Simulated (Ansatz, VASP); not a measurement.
One calculation of Si15Au, two programs

```xyz
16
Lattice="0.0000 5.4370 5.4370 5.4370 0.0000 5.4370 5.4370 5.4370 0.0000" Properties=species:S:1:pos:R:3 pbc="T T T"
Au   10.8740    5.4370    5.4370
Si    8.1555    8.1555   10.8688
Si    8.1555   10.8688    8.1555
Si    5.4422    8.1555    8.1555
Si   10.8688    8.1555    8.1555
Si    8.1555    5.4422    8.1555
Si    8.1555    8.1555    5.4422
Si    5.4370    5.4370    5.4370
Si    1.3879    1.3879    1.3879
Si    4.0491    4.0491    1.3879
Si    4.0491    1.3879    4.0491
Si    6.7935    4.0805    4.0805
Si    1.3879    4.0491    4.0491
Si    4.0805    6.7935    4.0805
Si    4.0805    4.0805    6.7935
Si    6.7935    6.7935    6.7935
```

Alike in both runs: task single point; functional PBEsol; k mesh 3 × 3 × 3; occupations gaussian, width 0.05 eV; collinear spin.

```csv
,VASP,Ansatz
version,VASP 6.6.1,Ansatz 0.2.0
potentials or method,"VASP PAW PBE potentials, release 64 (Au, Si), cutoff 520 eV","scalar-relativistic, plane waves, PAW"
valence electrons in the cell,71,79
```

```tsv
	VASP	Ansatz	Ansatz less VASP
gap on the k mesh at the Fermi level (eV)	none	none	-
pressure (GPa)	0.5	0.4	-0.06
rms of the force components (eV/Å)	0.045	0.043	-0.0018
net moment per atom (μB)	0.00	0.00	0.000
```

VASP's potentials were made for PBE, not for PBEsol. Atom by atom the forces differ by 0.002 eV/Å (rms over components). A gap of «none» marks a metal or a gap that the smearing closes. VASP's potentials hold 71 valence electrons a cell and Ansatz's 79, so a difference there can come from the potentials and not from the codes. Ansatz's warnings: seeded moment not kept.

Spin-orbit coupling is off throughout.
